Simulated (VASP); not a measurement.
Write the native input for VASP 6.6.1 that does the following.

```
Task                   : single point
Functional             : PBE
Potentials or basis    : VASP PAW PBE potentials, release 64 (La, Be)
Cutoff                 : 520 eV
k mesh                 : 6 × 6 × 6
Occupations            : gaussian, width 0.1 eV
Spin                   : no spin polarisation
Dipole correction      : no
Further INCAR settings : ALGO = Fast; EDIFF = 1e-06; NBANDS = 14
```

The structure of LaBe lies in POSCAR:

```
LaBe
1.0
    3.5919611548      0.0000000000      0.0000000000
    0.0000000000      3.5919611548      0.0000000000
    0.0000000000      0.0000000000      3.5919611548
La Be
1 1
Direct
    0.0000000000      0.0000000000      0.0000000000
    0.5000000000      0.5000000000      0.5000000000
```

The cell was built from a structure type or drawn by symmetry, and may not be a known phase.

These files were run (other wordings do the same):

INCAR

```
SYSTEM = LaBe
  ALGO = Fast
  EDIFF = 1E-6
  ENCUT = 520
  GGA = PE
  ISIF = 2
  ISMEAR = 0
  LASPH = .True.
  LCHARG = .True.
  LELF = .True.
  LREAL = .False.
  LVHAR = .True.
  LWAVE = .False.
  NBANDS = 14
  NELM = 60
  PREC = Accurate
  SIGMA = 0.1
```

KPOINTS

```
k-points
0
Gamma
  6 6 6
  0 0 0
```

Potentials or basis: VASP PAW PBE potentials, release 64 (La, Be).

Launch:

```console
$ cat potpaw_PBE.64/La/POTCAR potpaw_PBE.64/Be/POTCAR > POTCAR
$ mpirun -np 1 vasp_std > vasp.out
```

It gave:

```yaml
Pressure: 0.1 GPa
Band_gap_on_the_k_mesh: zero (an odd number of electrons rules out a gap without spin polarisation)
```

Caveat: spin-orbit coupling is left out, which moves the levels of the heavy elements.

It took 42 s on 1 thread of Intel Xeon 8259CL (shared host), peak memory 0.17 GiB.
